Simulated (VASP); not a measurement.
# CoPtO2: single point with PBEsol

Crystal: CoPtO2.

```
Co Pt O
1.0
     1.40509    0.81123    5.89887
    -1.40509    0.81123    5.89887
     0.00000   -1.62246    5.89887
Co Pt O
1 1 2
Direct
  0.50000 0.50000 0.50000
  0.00000 0.00000 0.00000
  0.88776 0.88776 0.88776
  0.11224 0.11224 0.11224
```

```json
{
  "Program": "VASP 6.6.1",
  "Task": "single point",
  "Functional": "PBEsol",
  "Potentials or basis": "VASP PAW PBE potentials, release 64 (Co, Pt, O)",
  "Cutoff": "520 eV",
  "k mesh": "18 × 18 × 18",
  "Occupations": "gaussian, width 0.1 eV",
  "Spin": "no spin polarisation",
  "Dipole correction": "no",
  "Further INCAR settings": "ALGO = Normal; EDIFF = 1e-06; NBANDS = 24"
}
```

- Pressure: 0.2 GPa
- Largest force: 0.007 eV/Å
- Band gap on the k mesh: zero (an odd number of electrons rules out a gap without spin polarisation)

Forces on the atoms (eV/Å):
```
Co   0.000  0.000  0.000
Pt   0.000  0.000  0.000
O    0.000  0.000 -0.007
O    0.000  0.000  0.007
```

Stress tensor (GPa, compression positive):
```
-0.09  0.00  0.00
 0.00 -0.09  0.00
 0.00  0.00  0.66
```

Levels at points of the mesh, in eV from the Fermi level:
| k point | band 13 | band 14 | band 15 | band 16 | band 17 | band 18 | band 19 | band 20 |
| --- | --- | --- | --- | --- | --- | --- | --- | --- |
| (0.00, 0.00, 0.00) | -1.94 | -1.64 | -1.64 | -1.50 | 1.90 | 1.90 | 2.87 | 5.42 |
| (0.50, 0.00, 0.00) | -1.21 | -0.96 | 0.08 | 1.04 | 1.31 | 1.36 | 2.43 | 7.19 |
| (0.50, 0.50, 0.00) | -1.20 | -1.00 | 0.08 | 0.17 | 1.77 | 2.28 | 2.43 | 7.90 |
| (0.50, 0.50, 0.50) | -1.87 | -0.83 | -0.71 | -0.71 | 1.43 | 1.43 | 4.08 | 4.46 |

Run time: 14 min on 1 thread of Intel(R) Xeon(R) 6975P-C (Granite Rapids), on a shared host, peak memory 0.79 GiB.

Caveat: the PAW data sets were made with another functional, which shifts forces and pressure a little; spin-orbit coupling is left out, which moves the levels of the heavy elements; an odd number of electrons without spin polarisation forces a metal; a magnetic or distorted state may lie lower; the run has no spin polarisation, though such a crystal can be magnetic; semilocal functionals often make such compounds metallic where correlation or magnetic order opens a gap, which also shifts bond lengths. Spin polarisation is off, so any magnetic state and its effect on volume and gap are missing.
